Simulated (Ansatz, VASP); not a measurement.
**LiF in VASP and in Ansatz**

```xyz
4
Lattice="3.1575 0.0000 0.0000 -1.5787 2.7344 0.0000 0.0000 0.0000 4.8044" Properties=species:S:1:pos:R:3 pbc="T T T"
Li    0.0000    1.8230    1.8308
Li    1.5787    0.9115    4.2330
F     0.0000    1.8230    4.7752
F     1.5787    0.9115    2.3730
```

Alike in both runs: task single point; functional PBE; k mesh 9 × 9 × 6; occupations gaussian, width 0.05 eV; no spin polarisation.

|  | VASP | Ansatz |
| --- | --- | --- |
| version | VASP 6.6.1 | Ansatz 0.2.0 |
| potentials or method | VASP PAW PBE potentials, release 64 (Li_sv, F), cutoff 520 eV | scalar-relativistic, plane waves, PAW |
| valence electrons in the cell | 20 | 20 |

```tsv
	VASP	Ansatz	Ansatz less VASP
gap on the k mesh at the Fermi level (eV)	7.56	7.57	+0.011
least direct gap on the mesh (eV)	7.56	7.57	+0.011
rms of the force components (eV/Å)	0.062	0.059	-0.0029
```

Atom by atom the forces differ by 0.003 eV/Å (rms over components).

Noted on VASP's run: the cutoff is short for stress, so the pressure is rough.
